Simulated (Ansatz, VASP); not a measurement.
**MnS in VASP and in Ansatz**

```
CELL_PARAMETERS angstrom
0.00000 2.60450 2.60450
2.60450 0.00000 2.60450
2.60450 2.60450 0.00000
ATOMIC_POSITIONS crystal
Mn 0.00000 0.00000 0.00000
S 0.50000 0.50000 0.50000
```

Alike in both runs: task relaxation of cell and atoms; functional PBEsol-based global hybrid with a share of 0.25 of exact exchange; k mesh 5 × 5 × 5; occupations fermi-dirac, width 0.05 eV; collinear spin.

```csv
,VASP,Ansatz
version,VASP 6.6.1,Ansatz 0.2.0
potentials or method,"VASP PAW PBE potentials, release 64 (Mn_pv, S)",Ansatz PAW
plane-wave cutoff (eV),600,420
valence electrons in the cell,19,21
```

VASP gave:

* gap on the k mesh at the Fermi level, each at its own relaxed structure (eV): 1.76
* net moment per atom (μB): 2.50
* size of the moment on the site where the two differ most (μB): 4.55
* relaxed volume (Å³/atom): 17.49
* relaxed length of the cell vector where the two differ most in proportion (Å): 3.671

Question: Estimate Ansatz's values.

Answer: gap on the k mesh at the Fermi level, each at its own relaxed structure (eV): 1.73; net moment per atom (μB): 2.50; size of the moment on the site where the two differ most (μB): 4.50; relaxed volume (Å³/atom): 17.50; relaxed length of the cell vector where the two differ most in proportion (Å): 3.672.

VASP's potentials were made for PBE, not for PBEsol-based global hybrid. Site moments also hang on the region over which each program counts them. VASP's potentials hold 19 valence electrons a cell and Ansatz's 21, so a difference there can come from the potentials and not from the codes.

Noted on Ansatz's run: the magnetic or orbital state may not be the lowest; odd divisions of the mesh miss points on the zone boundary, where band edges often lie, so the gap on the mesh can be too wide; the plane-wave basis is chosen anew once the cell has moved, so the energies of steps on either side of that aren't comparable.
